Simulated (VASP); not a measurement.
Write the native input for VASP 6.6.1 that does the following.

```
Task                   : electric field gradients
Functional             : PBEsol
Potentials or basis    : VASP PAW PBE potentials, release 64 (Cd)
Cutoff                 : 520 eV
k mesh                 : 14 × 14 × 6
Occupations            : fermi-dirac, width 0.03 eV
Spin                   : no spin polarisation
Dipole correction      : no
Further INCAR settings : ALGO = Normal; EDIFF = 1e-08; NBANDS = 19
```

The structure of Cd lies in POSCAR:

```
Cd
1.0
    2.9584748202      0.0000000000      0.0000000000
   -1.4792374101      2.5621143508      0.0000000000
    0.0000000000      0.0000000000      5.8859279300
Cd
2
Direct
    0.3333333333      0.6666666667      0.2500000000
    0.6666666667      0.3333333333      0.7500000000
```

One way to write it, as run:

INCAR

```
  PREC = Accurate
  ENCUT = 520
  EDIFF = 1E-8
  ISMEAR = -1
  SIGMA = 0.03
  LREAL = F
  LASPH = T
  NELM = 80
  ALGO = Normal
  ISIF = 2
  LWAVE = F
  LCHARG = F
  GGA = PS
  LEFG = T
  NBANDS = 19
```

KPOINTS

```
regular mesh
0
Gamma
  14 14 6
```

Potentials or basis: VASP PAW PBE potentials, release 64 (Cd).

Command:

```bash
$ cat potpaw_PBE.64/Cd/POTCAR > POTCAR
$ mpirun -np 1 vasp_std > vasp.out
```

Results of the run:

| Item | Value |
| --- | --- |
| Pressure | -1.9 GPa |
| Band gap on the k mesh | zero (bands 12 and 13 overlap by 4.67 eV) |
| Largest electric field gradient by atom | Cd +100.7 V/Å² |

Caveat: without QUAD_EFG the Cq values of the log hold for a quadrupole moment of 1 mb, not for the nuclei; the PAW data sets were made with another functional, which shifts forces and pressure a little.

It took 27 s on 1 thread of Intel(R) Xeon(R) 6975P-C (Granite Rapids) (shared host), peak memory 0.2 GiB.
